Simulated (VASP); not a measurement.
Set up this calculation in VASP 6.6.1, as the native input.

| Item | Value |
| --- | --- |
| Task | single point |
| Functional | PBE |
| Potentials or basis | VASP PAW PBE potentials, release 64 (Ir) |
| Cutoff | 520 eV |
| k mesh | 18 × 18 × 10 |
| Occupations | gaussian, width 0.15 eV |
| Spin | no spin polarisation |
| Dipole correction | no |
| Further INCAR settings | ALGO = Fast; EDIFF = 1e-06; NBANDS = 16 |

The structure of Ir lies in POSCAR:

```
Ir
1.0
    2.6929000000      0.0000000000      0.0000000000
   -1.3464500000      2.3321198099      0.0000000000
    0.0000000000      0.0000000000      4.5717000000
Ir
2
Direct
    0.6666666667      0.3333333333      0.7500000000
    0.3333333333      0.6666666667      0.2500000000
```

This isn't the form of Ir at room conditions, which is fcc.

These files were run (other wordings do the same):

INCAR

```
PREC = Accurate
ENCUT = 520
EDIFF = 1E-6
ISMEAR = 0
SIGMA = 0.15
LREAL = False
LASPH = True
NELM = 60
ALGO = Fast
ISIF = 2
LWAVE = False
LCHARG = False
GGA = PE
NBANDS = 16
```

KPOINTS

```
Automatic mesh
0
Gamma
  18 18 10
```

Potentials or basis: VASP PAW PBE potentials, release 64 (Ir).

Command:

```sh
$ cat potpaw_PBE.64/Ir/POTCAR > POTCAR
$ mpirun -np 1 vasp_std > vasp.out
```

Results of the run:

```
Pressure               : 6.4 GPa
Band gap on the k mesh : zero (bands 9 and 10 overlap by 3.52 eV)
```

Caveat: the stress differs along the axes, from -5 to 12 GPa; spin-orbit coupling is left out, which moves the levels of the heavy elements.

Run time: 2.7 min on 1 thread of Intel Xeon 8259CL (shared host), peak memory 0.21 GiB.
